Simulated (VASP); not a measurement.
# TiCo3 (Pm-3m) in VASP: single point with r2SCAN

Aim: the single point of TiCo3 with r2SCAN.

Program: VASP 6.6.1. These are calculated values, not measurements. Logs are shortened: lines on timing, memory, paths and dates and some standing lists are left out, and cuts for length are marked.

## Step 1: The cell of the first run

It takes space group Pm-3m (No. 221, cubic). The conventional cell has a = 3.587 Å, b = 3.587 Å, c = 3.587 Å, α = 90.00°, β = 90.00°, γ = 90.00°. Ti (site symmetry m-3m) has 12 Co at 2.54 Å within 3.3 Å. Co (site symmetry 4/mmm) has 4 Ti at 2.54 Å and 8 Co at 2.54 Å within 3.3 Å.

## Step 2: Single point, r2SCAN, collinear spin, ferrimagnetic start

The input, POSCAR:

```
TiCo3
1.0
    3.5872016844      0.0000000000      0.0000000000
    0.0000000000      3.5872016844      0.0000000000
    0.0000000000      0.0000000000      3.5872016844
Ti Co
1 3
Direct
    0.0000000000      0.0000000000      0.0000000000
    0.0000000000      0.5000000000      0.5000000000
    0.5000000000      0.0000000000      0.5000000000
    0.5000000000      0.5000000000      0.0000000000
```

The input, INCAR.step1:

```
PREC     = Accurate       # precision mode
ENCUT    = 520            # plane-wave cutoff, eV
ISMEAR   = 0              # smearing method
SIGMA    = 0.1            # smearing width, eV
LREAL    = False          # projectors in reciprocal space
LASPH    = True           # aspherical terms in the spheres
NELM     = 150            # most SCF steps
ISPIN    = 2              # spin polarisation
MAGMOM   = -0.74 1.48 1.48 1.48 # initial moments
LMAXMIX  = 4              # l up to which the mixer works
NBANDS   = 32             # bands
GGA      = PE             # functional
ALGO     = Normal         # electronic algorithm
EDIFF    = 1E-4           # SCF threshold, eV
LWAVE    = True           # write WAVECAR
LCHARG   = False          # write CHGCAR
```

The input, INCAR.step2:

```
PREC     = Accurate       # precision mode
ENCUT    = 520            # plane-wave cutoff, eV
EDIFF    = 1E-6           # SCF threshold, eV
ISMEAR   = 0              # smearing method
SIGMA    = 0.1            # smearing width, eV
LREAL    = False          # projectors in reciprocal space
LASPH    = True           # aspherical terms in the spheres
NELM     = 150            # most SCF steps
ALGO     = Normal         # electronic algorithm
ISIF     = 2              # what is computed and relaxed
LWAVE    = False          # write WAVECAR
LCHARG   = True           # write CHGCAR
ISPIN    = 2              # spin polarisation
MAGMOM   = -0.74 1.48 1.48 1.48 # initial moments
LORBIT   = 11             # projections on sites
LMAXMIX  = 4              # l up to which the mixer works
METAGGA  = R2SCAN         # meta-GGA
LMIXTAU  = True         
LELF     = True           # ELF
LVHAR    = True         
NBANDS   = 32             # bands
ISTART   = 1
```

The input, KPOINTS:

```
regular mesh
0
Gamma
  12 12 12
```

Potentials or basis: VASP PAW PBE potentials, release 64 (Ti_sv, Co).

Run with:

```console
$ cat potpaw_PBE.64/Ti_sv/POTCAR potpaw_PBE.64/Co/POTCAR > POTCAR
$ cp INCAR.step1 INCAR
$ mpirun -np 1 vasp_std > vasp.out
$ cp INCAR.step2 INCAR
$ mpirun -np 1 vasp_std > vasp.out
```

OUTCAR:

```text
PREC = Accurate
   ENCUT = 520
   EDIFF = 1E-6
   ISMEAR = 0
   LREAL = False
   LASPH = True
   NELM = 150
   ISIF = 2
   ISPIN = 2
   LORBIT = 11
   METAGGA = R2SCAN
   ISTART = 1

 ion  position               nearest neighbor table
   1  0.000  0.000  0.000-   2 2.54   3 2.54   4 2.54   2 2.54   3 2.54   2 2.54   4 2.54   2 2.54
                             3 2.54   4 2.54   3 2.54   4 2.54
   2  0.000  0.500  0.500-   1 2.54   3 2.54   4 2.54   1 2.54   4 2.54   1 2.54   3 2.54   1 2.54
                             3 2.54   4 2.54   4 2.54   3 2.54
   3  0.500  0.000  0.500-   1 2.54   2 2.54   4 2.54   1 2.54   4 2.54   2 2.54   4 2.54   4 2.54
                             1 2.54   2 2.54   1 2.54   2 2.54
   4  0.500  0.500  0.000-   1 2.54   2 2.54   3 2.54   2 2.54   3 2.54   1 2.54   3 2.54   3 2.54
                             1 2.54   2 2.54   2 2.54   1 2.54

  LATTYP: Found a simple cubic cell.
 ALAT       =     3.5872016844

  Lattice vectors:

 A1 = (   3.5872016844,   0.0000000000,   0.0000000000)
 A2 = (   0.0000000000,   3.5872016844,   0.0000000000)
 A3 = (   0.0000000000,   0.0000000000,   3.5872016844)

Analysis of symmetry for initial positions (statically):
=====================================================================
 Subroutine PRICEL returns:
 Original cell was already a primitive cell.

 Routine SETGRP: Setting up the symmetry group for a
 simple cubic supercell.

 Subroutine GETGRP returns: Found 48 space group operations
 (whereof 48 operations were pure point group operations)
 out of a pool of 48 trial point group operations.

The static configuration has the point symmetry O_h .

Analysis of symmetry for dynamics (positions and initial velocities):
=====================================================================
 Subroutine PRICEL returns:
 Original cell was already a primitive cell.

 Routine SETGRP: Setting up the symmetry group for a
 simple cubic supercell.

 Subroutine GETGRP returns: Found 48 space group operations
 (whereof 48 operations were pure point group operations)
 out of a pool of 48 trial point group operations.

The dynamic configuration has the point symmetry O_h .

Analysis of structural, dynamic, and magnetic symmetry:
=====================================================================
 Subroutine PRICEL returns:
 Original cell was already a primitive cell.

 Routine SETGRP: Setting up the symmetry group for a
 simple cubic supercell.

 Subroutine GETGRP returns: Found 48 space group operations
 (whereof 48 operations were pure point group operations)
 out of a pool of 48 trial point group operations.

The overall configuration has the point symmetry O_h .

 Subroutine INISYM returns: Found 48 space group operations
 (whereof 48 operations are pure point group operations),
 and found     1 'primitive' translations

----------------------------------------------------------------------------------------

                                     Primitive cell

  volume of cell :      46.1602

  direct lattice vectors                    reciprocal lattice vectors
     3.587201684  0.000000000  0.000000000     0.278768825  0.000000000  0.000000000
     0.000000000  3.587201684  0.000000000     0.000000000  0.278768825  0.000000000
     0.000000000  0.000000000  3.587201684     0.000000000  0.000000000  0.278768825

  length of vectors
     3.587201684  3.587201684  3.587201684     0.278768825  0.278768825  0.278768825

  position of ions in fractional coordinates (direct lattice)
     0.000000000  0.000000000  0.000000000
     0.000000000  0.500000000  0.500000000
     0.500000000  0.000000000  0.500000000
     0.500000000  0.500000000  0.000000000

  ion indices of the primitive-cell ions
   primitive index   ion index
                 1           1
                 2           2
                 3           3
                 4           4

----------------------------------------------------------------------------------------

 KPOINTS: regular mesh

Automatic generation of k-mesh.
[... 23 lines left out ...]
  0.000000  0.000000  0.000000      1.000000
  0.083333  0.000000  0.000000      6.000000
  0.166667  0.000000  0.000000      6.000000
  0.250000  0.000000  0.000000      6.000000
  0.333333  0.000000  0.000000      6.000000
  0.416667  0.000000  0.000000      6.000000
[... 16 lines left out ...]
  0.333333  0.333333  0.000000     12.000000
  0.416667  0.333333  0.000000     24.000000
 [... further k-points ...]
   k-points           NKPTS =     84   k-points in BZ     NKDIM =     84   number of bands    NBANDS=     32
   number of dos      NEDOS =    301   number of ions     NIONS =      4
   total plane-waves  NPLWV =  21952
   dimension x,y,z NGX =    28 NGY =   28 NGZ =   28
   dimension x,y,z NGXF=    56 NGYF=   56 NGZF=   56
   ions per type =               1   3
   NGX,Y,Z   is equivalent  to a cutoff of  12.98, 12.98, 12.98 a.u.
   NGXF,Y,Z  is equivalent  to a cutoff of  25.95, 25.95, 25.95 a.u.
 SYSTEM =  unknown system
   PREC   = accura    normal or accurate (medium, high low for compatibility)
   ISTART =      1    job   : 0-new  1-cont  2-samecut
   ICHARG =      0    charge: 1-file 2-atom 10-const
   ISPIN  =      2    spin polarized calculation?
   LNONCOLLINEAR =      F non collinear calculations
   LSORBIT =      F    spin-orbit coupling
   LASPH  =      T    aspherical Exc in radial PAW
   ENCUT  =  520.0 eV  38.22 Ry    6.18 a.u.   6.67  6.67  6.67*2*pi/ulx,y,z
   NELM   =    150;   NELMIN=  2; NELMDL=  0     # of ELM steps
   EDIFF  = 0.1E-05   stopping-criterion for ELM
   LREAL  =      F    real-space projection
   EDIFFG = 0.1E-04   stopping-criterion for IOM
   NSW    =      0    number of steps for IOM
   IBRION =     -1    ionic relax: 0-MD 1-quasi-New 2-CG
   NFREE  =      0    steps in history (QN), initial steepest desc. (CG)
   ISIF   =      2    stress and relaxation
   ISYM   =      2    0-nonsym 1-usesym 2-fastsym
   POTIM  = 0.5000    time-step for ionic-motion
   TEBEG  =    0.0;   TEEND  =   0.0 temperature during run
   PSTRESS=    0.0 pullay stress
   NELECT =      39.0000    total number of electrons
   NUPDOWN=      -1.0000    fix difference up-down
   EMIN   =  10.00;   EMAX   =-10.00  energy-range for DOS
   EFERMI =   0.00;   METHOD = LEGACY
   ISMEAR =     0;   SIGMA  =   0.10  broadening in eV -4-tet -1-fermi 0-gaus
   EFERMI_NEDOS =   21; number of points for ismear=-14 and -15
   IALGO  =     38    algorithm
   IMIX   =      4    mixing-type and parameters
     AMIX     =   0.40;   BMIX     =  1.00
     AMIX_MAG =   1.60;   BMIX_MAG =  1.00
  volume/ion in A,a.u.               =      11.54        77.88
  Fermi-wavevector in a.u.,A,eV,Ry     =   1.547654  2.924642 32.589127  2.395233
  Thomas-Fermi vector in A             =   2.652717
   LORBIT       =     11    0 simple, 1 ext, 2 COOP (PROOUT), +10 PAW based schemes
   METAGGA = R2SCAN    functional components
   LHFCALC =     F    Hartree Fock is set to
   AEXX    =    0.0000 exact exchange contribution
   IVDW    =     0    specifies the selected vdW correction
   LEPSILON=     F    determine dielectric tensor
   LRPA    =     F    only Hartree local field effects (RPA)
 spin polarized calculation
 Gauss-broadening in eV      SIGMA  =   0.10
  energy-cutoff  :      520.00
  volume of cell :       46.16
 maximum number of plane-waves:      1261
 NGX is ok and might be reduce to    28
   NGX = 13   NGY = 13   NGZ = 13

 number of electron      39.0000046 magnetization      -0.0028287

 number of electron      39.0000046 magnetization       0.0008774

 Free energy of the ion-electron system (eV)
  ---------------------------------------------------
  ext. energy  EPLUGINS =         0.00000000
  ---------------------------------------------------
  free energy    TOTEN  =       -52.87651289 eV

  energy without entropy =      -52.85496200  energy(sigma->0) =      -52.86573745

 E-fermi :   9.9665     XC(G=0): -14.3663

 val. band max:        9.9661965426   @ k =   0.3333   0.0833   0.0833
 cond. band min:       9.9673791132   @ k =   0.3333   0.0833   0.0833
 fundamental gap:      0.0011825705
 Fermi energy:         9.9665489318

 spin component 1

 k-point     1 :       0.0000    0.0000    0.0000
  band No.  band energies     occupation
      1     -48.8676      1.00000
      2     -24.0754      1.00000
      3     -24.0754      1.00000
      4     -24.0754      1.00000
      5       1.6787      1.00000
      6       5.6178      1.00000
[... 805 lines left out ...]
     30      22.3844      0.00000
     31      22.7947      0.00000

 [... further k-points ...]

 spin component 2

 k-point     1 :       0.0000    0.0000    0.0000
  band No.  band energies     occupation
      1     -48.8677      1.00000
      2     -24.0755      1.00000
      3     -24.0755      1.00000
      4     -24.0755      1.00000
      5       1.6787      1.00000
      6       5.6182      1.00000
[... 805 lines left out ...]
     30      22.3846      0.00000
     31      22.7948      0.00000

 [... further k-points ...]

 [bands above 31 left out]

------------------------ aborting loop because EDIFF is reached ----------------------------------------

  FORCE on cell =-STRESS in cart. coord.  units (eV):
  Direction    XX          YY          ZZ          XY          YZ          ZX
  --------------------------------------------------------------------------------------
  -------------------------------------------------------------------------------------
  Total       -2.3529110     -2.3529110     -2.3529110      0.0000000      0.0000000     -0.0000000
  in kB      -81.6673928    -81.6673928    -81.6673928      0.0000000      0.0000000     -0.0000000
  external PRESSURE =     -81.6673928 kB  Pullay stress =       0.0000000 kB

 VOLUME and BASIS-vectors are now :
 -----------------------------------------------------------------------------
  energy-cutoff  :      520.00
  volume of cell :       46.16
      direct lattice vectors                 reciprocal lattice vectors
     3.587201684  0.000000000  0.000000000     0.278768825  0.000000000  0.000000000
     0.000000000  3.587201684  0.000000000     0.000000000  0.278768825  0.000000000
     0.000000000  0.000000000  3.587201684     0.000000000  0.000000000  0.278768825

 POSITION                                       TOTAL-FORCE (eV/Angst)
 -----------------------------------------------------------------------------------
      0.00000      0.00000      0.00000         0.000000      0.000000      0.000000
      0.00000      1.79360      1.79360         0.000000      0.000000      0.000000
      1.79360      0.00000      1.79360         0.000000      0.000000      0.000000
      1.79360      1.79360      0.00000         0.000000      0.000000      0.000000
 -----------------------------------------------------------------------------------
    total drift:                                0.000000      0.000000      0.000000

  FREE ENERGIE OF THE ION-ELECTRON SYSTEM (eV)
  ---------------------------------------------------
  free  energy   TOTEN  =       -52.8765128919 eV

  energy  without entropy=      -52.8549620031  energy(sigma->0) =      -52.86573745

 total charge

# of ion       s       p       d       tot
------------------------------------------
    1        2.260   6.200   1.879  10.339
    2        0.532   0.539   7.323   8.394
    3        0.532   0.539   7.323   8.394
    4        0.532   0.539   7.323   8.394
--------------------------------------------------
tot          3.856   7.818  23.847  35.520

 magnetization (x)

# of ion       s       p       d       tot
------------------------------------------
    1        0.000  -0.000  -0.000  -0.000
    2        0.000   0.000   0.000   0.000
    3        0.000   0.000   0.000   0.000
    4        0.000   0.000   0.000   0.000
--------------------------------------------------
tot          0.000  -0.000   0.001   0.001
```

It took 23 min on 1 thread of Intel Xeon 8259CL, shared host; peak memory 0.32 GiB.

Results:

```yaml
Free_energy: -52.8765 eV
Pressure: -8.2 GPa
Net_moment: 0.00 μB per cell
Valence_electrons_inside_the_program's_atomic_spheres: Ti 10.34; Co 8.39
```

Caveat: the cell stands under tension; the moments typed at the start vanished in this run; the PAW data sets were made with another functional, which shifts forces and pressure a little.
